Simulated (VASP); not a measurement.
Wanted: the native input for a VASP 6.6.1 run.

```yaml
Task: single point
Functional: PBE
Potentials_or_basis: VASP PAW PBE potentials, release 64 (Sn_d, Li_sv)
Cutoff: 520 eV
k_mesh: 12 × 12 × 12
Occupations: gaussian, width 0.1 eV
Spin: no spin polarisation
Dipole_correction: no
Further_INCAR_settings: ALGO = Normal; EDIFF = 1e-06; NBANDS = 17
```

The structure of Li2Sn lies in POSCAR:

```
Li2Sn
1.0
    0.0000000000      3.2782981530      3.2782981530
    3.2782981530      0.0000000000      3.2782981530
    3.2782981530      3.2782981530      0.0000000000
Sn Li
1 2
Direct
    0.0000000000      0.0000000000      0.0000000000
    0.2500000000      0.2500000000      0.2500000000
    0.7500000000      0.7500000000      0.7500000000
```

These files were run (other wordings do the same):

INCAR

```
SYSTEM = Li2Sn
ALGO     = Normal         ! electronic algorithm
EDIFF    = 1E-6           ! SCF threshold, eV
ENCUT    = 520            ! plane-wave cutoff, eV
GGA      = PE             ! functional
ISIF     = 2              ! what is computed and relaxed
ISMEAR   = 0              ! smearing method
LASPH    = .TRUE.         ! aspherical terms in the spheres
LCHARG   = .FALSE.        ! write CHGCAR
LREAL    = .FALSE.        ! projectors in reciprocal space
LWAVE    = .FALSE.        ! write WAVECAR
NBANDS   = 17             ! bands
NELM     = 80             ! most SCF steps
PREC     = Accurate       ! precision mode
SIGMA    = 0.1            ! smearing width, eV
```

KPOINTS

```
k-points
0
G
  12 12 12
  0 0 0
```

Potentials or basis: VASP PAW PBE potentials, release 64 (Sn_d, Li_sv).

Command:

```sh
$ cat potpaw_PBE.64/Sn_d/POTCAR potpaw_PBE.64/Li_sv/POTCAR > POTCAR
$ mpirun -np 1 vasp_std > vasp.out
```

It gave:

```yaml
Band_gap_on_the_k_mesh: zero (band 10 reaches 4.25 eV, above the bottom of band 11 at 1.38 eV)
```

Caveat: spin-orbit coupling is left out, which moves the levels of the heavy elements.

Wall time 29 s on 1 thread of Intel(R) Xeon(R) 6975P-C (Granite Rapids), with other jobs on the host, peak memory 0.25 GiB.
